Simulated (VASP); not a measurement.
# Ge (I4_1/amd) in VASP: further runs, part 2 of 2

VASP 6.6.1. Earlier steps stand in the parts before.

### 3 Single point, LDA

File INCAR:

```
SYSTEM = Ge
ALGO = Normal
EDIFF = 1E-6
ENCUT = 500
GGA_COMPAT = .FALSE.
ISIF = 2
ISMEAR = 0
LASPH = .TRUE.
LCHARG = .FALSE.
LREAL = .FALSE.
LWAVE = .FALSE.
NBANDS = 21
NELM = 120
PREC = Accurate
SIGMA = 0.15
```

File KPOINTS:

```
k-points
0
G
  22 22 22
  0 0 0
```

File POSCAR:

```
Ge
1.0
   -2.5744897190      2.5744897190      1.3974126432
    2.5744897190     -2.5744897190      1.3974126432
    2.5744897190      2.5744897190     -1.3974126432
Ge
2
Direct
    0.2500000000      0.7500000000      0.5000000000
    0.5000000000      0.5000000000      0.0000000000
```

Potentials or basis: VASP PAW LDA potentials, release 64 (Ge_d).

Command:

```
$ cat potpaw_LDA.64/Ge_d/POTCAR > POTCAR
$ mpirun -np 1 vasp_std > vasp.out
```

OUTCAR:

```text
SYSTEM = Ge
   EDIFF = 1E-6
   ENCUT = 500
   ISIF = 2
   ISMEAR = 0
   LASPH = .TRUE.
   LREAL = .FALSE.
   NELM = 120
   PREC = Accurate

 ion  position               nearest neighbor table
   1  0.250  0.750  0.500-   2 2.67   2 2.67   2 2.67   2 2.67
   2  0.500  0.500  0.000-   1 2.67   1 2.67   1 2.67   1 2.67

  LATTYP: Found a body centered tetragonal cell.
 ALAT       =     5.1489794380
 C/A-ratio  =     0.5427920853

  Lattice vectors:

 A1 = (  -2.5744897190,   2.5744897190,   1.3974126432)
 A2 = (   2.5744897190,  -2.5744897190,   1.3974126432)
 A3 = (   2.5744897190,   2.5744897190,  -1.3974126432)

Analysis of symmetry for initial positions (statically):
=====================================================================
 Subroutine PRICEL returns:
 Original cell was already a primitive cell.

 Routine SETGRP: Setting up the symmetry group for a
 body centered tetragonal supercell.

 Subroutine GETGRP returns: Found 16 space group operations
 (whereof  8 operations were pure point group operations)
 out of a pool of 16 trial point group operations.

The static configuration has the point symmetry D_2d.
 The point group associated with its full space group is D_4h.

Analysis of symmetry for dynamics (positions and initial velocities):
=====================================================================
 Subroutine PRICEL returns:
 Original cell was already a primitive cell.

 Routine SETGRP: Setting up the symmetry group for a
 body centered tetragonal supercell.

 Subroutine GETGRP returns: Found 16 space group operations
 (whereof  8 operations were pure point group operations)
 out of a pool of 16 trial point group operations.

The dynamic configuration has the point symmetry D_2d.
 The point group associated with its full space group is D_4h.

 Subroutine INISYM returns: Found 16 space group operations
 (whereof  8 operations are pure point group operations),
 and found     1 'primitive' translations

----------------------------------------------------------------------------------------

                                     Primitive cell

  volume of cell :      37.0482

  direct lattice vectors                    reciprocal lattice vectors
    -2.574489719  2.574489719  1.397412643     0.000000000  0.194213244  0.357804119
     2.574489719 -2.574489719  1.397412643     0.194213244  0.000000000  0.357804119
     2.574489719  2.574489719 -1.397412643     0.194213244  0.194213244  0.000000000

  length of vectors
     3.899840602  3.899840602  3.899840602     0.407114937  0.407114937  0.274659004

  position of ions in fractional coordinates (direct lattice)
     0.250000000  0.750000000  0.500000000
     0.500000000  0.500000000  0.000000000

  ion indices of the primitive-cell ions
   primitive index   ion index
                 1           1
                 2           2

----------------------------------------------------------------------------------------

 KPOINTS: k-points

Automatic generation of k-mesh.
 Grid dimensions read from file:
 generate k-points for:   22   22   22

 Generating k-lattice:

  Cartesian coordinates                     Fractional coordinates (reciprocal lattice)
     0.000000000  0.008827875  0.016263824     0.045454545 -0.000000000  0.000000000
     0.008827875  0.000000000  0.016263824    -0.000000000  0.045454545  0.000000000
     0.008827875  0.008827875  0.000000000     0.000000000  0.000000000  0.045454545

  Length of vectors
     0.018505224  0.018505224  0.012484500

  Shift w.r.t. Gamma in fractional coordinates (k-lattice)
     0.000000000  0.000000000  0.000000000

 Subroutine IBZKPT returns following result:
 ===========================================

 Found    834 irreducible k-points:

 Following reciprocal coordinates:
            Coordinates               Weight
  0.000000  0.000000  0.000000      1.000000
  0.045455  0.000000 -0.000000      8.000000
  0.090909  0.000000 -0.000000      8.000000
  0.136364  0.000000 -0.000000      8.000000
  0.181818  0.000000 -0.000000      8.000000
  0.227273  0.000000 -0.000000      8.000000
[... 16 lines left out ...]
  0.500000  0.045455 -0.000000     16.000000
 -0.454545  0.045455  0.000000     16.000000
 [... further k-points ...]
   k-points           NKPTS =    834   k-points in BZ     NKDIM =    834   number of bands    NBANDS=     21
   number of dos      NEDOS =    301   number of ions     NIONS =      2
   total plane-waves  NPLWV =  21952
   dimension x,y,z NGX =    28 NGY =   28 NGZ =   28
   dimension x,y,z NGXF=    56 NGYF=   56 NGZF=   56
   ions per type =               2
   NGX,Y,Z   is equivalent  to a cutoff of  11.94, 11.94, 11.94 a.u.
   NGXF,Y,Z  is equivalent  to a cutoff of  23.87, 23.87, 23.87 a.u.
 SYSTEM =  Ge
   PREC   = accura    normal or accurate (medium, high low for compatibility)
   ISTART =      0    job   : 0-new  1-cont  2-samecut
   ICHARG =      2    charge: 1-file 2-atom 10-const
   ISPIN  =      1    spin polarized calculation?
   LNONCOLLINEAR =      F non collinear calculations
   LSORBIT =      F    spin-orbit coupling
   LASPH  =      T    aspherical Exc in radial PAW
   ENCUT  =  500.0 eV  36.75 Ry    6.06 a.u.   7.11  7.11  7.11*2*pi/ulx,y,z
   NELM   =    120;   NELMIN=  2; NELMDL= -5     # of ELM steps
   EDIFF  = 0.1E-05   stopping-criterion for ELM
   LREAL  =      F    real-space projection
   EDIFFG = 0.1E-04   stopping-criterion for IOM
   NSW    =      0    number of steps for IOM
   IBRION =     -1    ionic relax: 0-MD 1-quasi-New 2-CG
   NFREE  =      0    steps in history (QN), initial steepest desc. (CG)
   ISIF   =      2    stress and relaxation
   ISYM   =      2    0-nonsym 1-usesym 2-fastsym
   POTIM  = 0.5000    time-step for ionic-motion
   TEBEG  =    0.0;   TEEND  =   0.0 temperature during run
   PSTRESS=    0.0 pullay stress
   NELECT =      28.0000    total number of electrons
   NUPDOWN=      -1.0000    fix difference up-down
   EMIN   =  10.00;   EMAX   =-10.00  energy-range for DOS
   EFERMI =   0.00;   METHOD = LEGACY
   ISMEAR =     0;   SIGMA  =   0.15  broadening in eV -4-tet -1-fermi 0-gaus
   EFERMI_NEDOS =   21; number of points for ismear=-14 and -15
   IALGO  =     38    algorithm
   IMIX   =      4    mixing-type and parameters
     AMIX     =   0.40;   BMIX     =  1.00
     AMIX_MAG =   1.60;   BMIX_MAG =  1.00
  volume/ion in A,a.u.               =      18.52       125.01
  Fermi-wavevector in a.u.,A,eV,Ry     =   1.491209  2.817976 30.255333  2.223704
  Thomas-Fermi vector in A             =   2.603893
   LORBIT       =      0    0 simple, 1 ext, 2 COOP (PROOUT), +10 PAW based schemes
   GGA     = CA    functional components
   LHFCALC =     F    Hartree Fock is set to
   AEXX    =    0.0000 exact exchange contribution
   IVDW    =     0    specifies the selected vdW correction
   LEPSILON=     F    determine dielectric tensor
   LRPA    =     F    only Hartree local field effects (RPA)
 non-spin polarized calculation
 Gauss-broadening in eV      SIGMA  =   0.15
  energy-cutoff  :      500.00
  volume of cell :       37.05
 maximum number of plane-waves:       959
   NGX = 15   NGY = 15   NGZ = 15

 number of electron      28.0000030 magnetization

 Free energy of the ion-electron system (eV)
  ---------------------------------------------------
  ext. energy  EPLUGINS =         0.00000000
  ---------------------------------------------------
  free energy    TOTEN  =       -10.02371072 eV

  energy without entropy =      -10.01498264  energy(sigma->0) =      -10.01934668

 E-fermi :   6.5032     XC(G=0): -11.6057

 val. band max:        6.5011220519   @ k =  -0.2273  -0.2273   0.2273
 cond. band min:       6.5048147179   @ k =  -0.1818  -0.2727   0.1818
 fundamental gap:      0.0036926660
 Fermi energy:         6.5032091701

 k-point     1 :       0.0000    0.0000    0.0000
  band No.  band energies     occupation
      1     -18.3138      2.00000
      2     -18.2695      2.00000
      3     -18.2374      2.00000
      4     -18.2370      2.00000
      5     -18.1315      2.00000
      6     -18.1315      2.00000
[... 13 lines left out ...]
     20      18.1471      0.00000
     21      19.1335      0.00000

 k-point     2 :       0.0455    0.0000   -0.0000
  band No.  band energies     occupation
      1     -18.3130      2.00000
      2     -18.2667      2.00000
      3     -18.2364      2.00000
      4     -18.2336      2.00000
      5     -18.1340      2.00000
      6     -18.1338      2.00000
[... 520 lines left out ...]
 k-point    24 :      -0.4545    0.0455    0.0000
  band No.  band energies     occupation
      1     -18.2690      2.00000
      2     -18.2203      2.00000
      3     -18.2143      2.00000
      4     -18.1921      2.00000
      5     -18.1652      2.00000
      6     -18.1624      2.00000
[... 13 lines left out ...]
     20      17.3874      0.00000
     21      19.0527      0.00000

 [... further k-points ...]
[... 5 lines left out ...]
  --------------------------------------------------------------------------------------
  -------------------------------------------------------------------------------------
  Total       -0.6733786     -0.6733786     -0.4897727      0.0000000      0.0000000      0.0000000
  in kB      -29.1207727    -29.1207727    -21.1805942      0.0000000      0.0000000      0.0000000
  external PRESSURE =     -26.4740465 kB  Pullay stress =       0.0000000 kB

 VOLUME and BASIS-vectors are now :
 -----------------------------------------------------------------------------
  energy-cutoff  :      500.00
  volume of cell :       37.05
      direct lattice vectors                 reciprocal lattice vectors
    -2.574489719  2.574489719  1.397412643     0.000000000  0.194213244  0.357804119
     2.574489719 -2.574489719  1.397412643     0.194213244  0.000000000  0.357804119
     2.574489719  2.574489719 -1.397412643     0.194213244  0.194213244  0.000000000

 POSITION                                       TOTAL-FORCE (eV/Angst)
 -----------------------------------------------------------------------------------
      2.57449      0.00000      0.69871        -0.000000      0.000000     -0.000000
      0.00000      0.00000      1.39741         0.000000     -0.000000      0.000000
 -----------------------------------------------------------------------------------
    total drift:                                0.000000     -0.000000      0.000000

  FREE ENERGIE OF THE ION-ELECTRON SYSTEM (eV)
  ---------------------------------------------------
  free  energy   TOTEN  =       -10.0237107193 eV

  energy  without entropy=      -10.0149826354  energy(sigma->0) =      -10.01934668
```

OSZICAR:

```text
N       E                     dE             d eps       ncg     rms          rms(c)
DAV:   1     0.172913095820E+03    0.17291E+03   -0.13969E+04 40113   0.370E+03
DAV:   2     0.131179905871E+02   -0.15980E+03   -0.15503E+03 35203   0.577E+02
DAV:   3    -0.944229539922E+01   -0.22560E+02   -0.22390E+02 39956   0.130E+02
DAV:   4    -0.100553945341E+02   -0.61310E+00   -0.61269E+00 38972   0.250E+01
DAV:   5    -0.100643705837E+02   -0.89760E-02   -0.89758E-02 39785   0.330E+00    0.219E+00
DAV:   6    -0.100363936272E+02    0.27977E-01   -0.21790E-02 47497   0.239E+00    0.121E+00
DAV:   7    -0.100240892396E+02    0.12304E-01   -0.13640E-02 47573   0.159E+00    0.112E-01
DAV:   8    -0.100237111694E+02    0.37807E-03   -0.18846E-03 42927   0.769E-01    0.427E-02
DAV:   9    -0.100237109407E+02    0.22874E-06   -0.43100E-05 41895   0.820E-02    0.996E-03
DAV:  10    -0.100237107193E+02    0.22138E-06   -0.30682E-06 34457   0.258E-02
   1 F= -.10023711E+02 E0= -.10019347E+02  d E =-.872808E-02
```

stdout:

```text
POSCAR found type information on POSCAR Ge
 POSCAR found :  1 types and       2 ions
 scaLAPACK will be used
 LDA part: xc-table for (Slater(with rela. corr.)+CA(PZ))
 , standard interpolation
 POSCAR, INCAR and KPOINTS ok, starting setup
 FFT: planning ... GRIDC
 FFT: planning ... GRID_SOFT
 FFT: planning ... GRID
 WAVECAR not read
 entering main loop
```

Run time: 7.1 min. Hardware: 1 thread of Oxide Virtual Turin-like, shared host; peak memory 0.49 GiB.

What came out:

- Free energy: -10.0237 eV
- Pressure: -2.6 GPa
- Band gap on the k mesh: zero (bands 14 and 15 overlap by 5.26 eV)

Stress tensor (GPa, compression positive):
```
-2.91  0.00  0.00
 0.00 -2.91  0.00
 0.00  0.00 -2.12
```

Levels at points of the mesh, in eV from the Fermi level:
```tsv
k point	band 12	band 13	band 14	band 15	band 16	band 17
(0.00, 0.00, 0.00)	-4.14	-2.31	-2.31	3.38	7.53	7.53
(0.50, 0.00, 0.00)	-6.37	-2.66	-1.99	-1.32	2.56	3.54
(0.50, 0.50, 0.00)	-10.56	0.63	0.63	1.91	1.91	7.48
(0.50, 0.50, 0.50)	-8.90	-5.86	-5.86	6.15	6.15	10.89
```
